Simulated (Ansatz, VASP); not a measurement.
**ZrN in VASP and in Ansatz**

```
CELL_PARAMETERS angstrom
0.00000 2.29756 2.29756
2.29756 0.00000 2.29756
2.29756 2.29756 0.00000
ATOMIC_POSITIONS crystal
Zr 0.00000 0.00000 0.00000
N 0.50000 0.50000 0.50000
```

Alike in both runs: functional PBE; k mesh 16 × 16 × 16; occupations gaussian, width 0.1 eV; no spin polarisation.

Ansatz relaxed the structure, and its values are those at the end. VASP's run is a single point on that final structure, the one shown.

```csv
,VASP,Ansatz
version,VASP 6.6.1,Ansatz 0.2.0
potentials or method,"VASP PAW PBE potentials, release 64 (Zr_sv, N), cutoff 600 eV","scalar-relativistic, plane waves, PAW"
valence electrons in the cell,17,17
```

|  | VASP | Ansatz | Ansatz less VASP |
| --- | --- | --- | --- |
| gap on the k mesh at the Fermi level (eV) | none | none | - |
| pressure (GPa) | 0.1 | 0.0 | -0.07 |

A gap of «none» marks a metal or a gap that the smearing closes.
